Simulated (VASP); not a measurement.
Write the native input for VASP 6.6.1 that does the following.

```
Task                   : single point
Functional             : PBEsol
Potentials or basis    : VASP PAW PBE potentials, release 64 (Rb_sv)
Cutoff                 : 520 eV
k mesh                 : 8 × 8 × 8
Occupations            : fermi-dirac, width 0.1 eV
Spin                   : no spin polarisation
Dipole correction      : no
Further INCAR settings : ALGO = Normal; EDIFF = 1e-06; NBANDS = 10
```

The structure of Rb lies in POSCAR:

```
Rb
1.0
    4.4233405141      0.0000000000      0.0000000000
    0.0000000000      4.4233405141      0.0000000000
    0.0000000000      0.0000000000      4.4233405141
Rb
1
Direct
    0.0000000000      0.0000000000      0.0000000000
```

This cell differs from its parent crystal: volume scaled by 0.92.

One way to write it, as run:

INCAR

```
  ALGO = Normal
  EDIFF = 1E-6
  ENCUT = 520
  GGA = PS
  ISIF = 2
  ISMEAR = -1
  LASPH = T
  LCHARG = F
  LREAL = F
  LWAVE = F
  NBANDS = 10
  NELM = 60
  PREC = Accurate
  SIGMA = 0.1
```

KPOINTS

```
k-points
0
Gamma
  8 8 8
```

Potentials or basis: VASP PAW PBE potentials, release 64 (Rb_sv).

Launch:

```bash
$ cat potpaw_PBE.64/Rb_sv/POTCAR > POTCAR
$ mpirun -np 1 vasp_std > vasp.out
```

It gave:

The pressure is 0.2 GPa.

Caveat: the PAW data sets were made with another functional, which shifts forces and pressure a little.

Wall time 30 s on 1 thread of Intel Xeon 8259CL, on a shared host, peak memory 0.2 GiB.
